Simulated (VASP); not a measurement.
A run of VASP 6.6.1 is set up as follows.

The input INCAR:

```
SYSTEM = WSe2
ALGO     = Normal         ! electronic algorithm
EDIFF    = 1E-7           ! SCF threshold, eV
ENCUT    = 520            ! plane-wave cutoff, eV
GGA      = PE             ! functional
ISIF     = 2              ! what is computed and relaxed
ISMEAR   = 0              ! smearing method
IVDW     = 12             ! dispersion correction
LASPH    = .True.         ! aspherical terms in the spheres
LCHARG   = .True.         ! write CHGCAR
LELF     = .True.         ! ELF
LREAL    = .False.        ! projectors in reciprocal space
LVHAR    = .True.       
LWAVE    = .False.        ! write WAVECAR
NBANDS   = 20             ! bands
NELM     = 60             ! most SCF steps
PREC     = Accurate       ! precision mode
SIGMA    = 0.05           ! smearing width, eV
```

File KPOINTS:

```
k-points
0
Gamma
  9 9 4
  0 0 0
```

POSCAR

```
WSe2
1.0
    3.4347696443      0.0000000000      0.0000000000
   -1.7173848222      2.9745977681      0.0000000000
    0.0000000000      0.0000000000      6.3845498149
W Se
1 2
Direct
    0.0000000000      0.0000000000      0.0000000000
    0.3333333333      0.6666666667      0.2524432937
    0.3333333333      0.6666666667      0.7475567063
```

Potentials or basis: VASP PAW PBE potentials, release 64 (W_sv, Se).

Launch:

```bash
$ cat potpaw_PBE.64/W_sv/POTCAR potpaw_PBE.64/Se/POTCAR > POTCAR
$ mpirun -np 1 vasp_std > vasp.out
```

Q: Estimate the dispersion energy per atom.

A: -0.432 eV.

Q: Predict the pressure.

A: -2.7 GPa.

Q: What does it give for the band gap on the k mesh?

A: 0.26 eV, indirect (least direct gap 1.06 eV).

Q: Predict the largest force.

A: 0.100 eV/Å.

Stress tensor (GPa, compression positive):
```
-7.90  0.00  0.00
 0.00 -7.90  0.00
 0.00  0.00  7.63
```

Caveat: spin-orbit coupling is left out, which moves the levels of the heavy elements. A k mesh can miss the band edges.
